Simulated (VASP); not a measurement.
Input of a VASP 6.6.1 run:

INCAR

```
SYSTEM = Pd
ALGO     = Fast           ! electronic algorithm
EDIFF    = 1E-7           ! SCF threshold, eV
ENCUT    = 520            ! plane-wave cutoff, eV
GGA      = PE             ! functional
ISIF     = 2              ! what is computed and relaxed
ISMEAR   = 0              ! smearing method
LASPH    = .TRUE.         ! aspherical terms in the spheres
LCHARG   = .FALSE.        ! write CHGCAR
LREAL    = .FALSE.        ! projectors in reciprocal space
LWAVE    = .FALSE.        ! write WAVECAR
NBANDS   = 22             ! bands
NELM     = 100            ! most SCF steps
PREC     = Accurate       ! precision mode
SIGMA    = 0.1            ! smearing width, eV
```

Contents of KPOINTS:

```
k-points
0
G
  16 16 16
  0 0 0
```

Contents of POSCAR:

```
Pd
1.0
    0.0000000000      1.9710868336     -1.9710868336
    3.9421736672      0.0000000000      0.0000000000
   -1.9710868336     -3.9421736672     -1.9710868336
Pd
3
Direct
    0.3333333333      0.3333333333      0.6666666667
    0.6666666667      0.6666666667      0.3333333333
    0.0000000000      0.0000000000      0.0000000000
```

Potentials or basis: VASP PAW PBE potentials, release 64 (Pd).

Launch:

```bash
$ cat potpaw_PBE.64/Pd/POTCAR > POTCAR
$ mpirun -np 1 vasp_std > vasp.out
```

Question: Predict the band gap on the k mesh.

Answer: Zero (band 15 reaches 9.43 eV, above the bottom of band 16 at 8.56 eV).

Question: Predict the pressure.

Answer: -0.2 GPa.
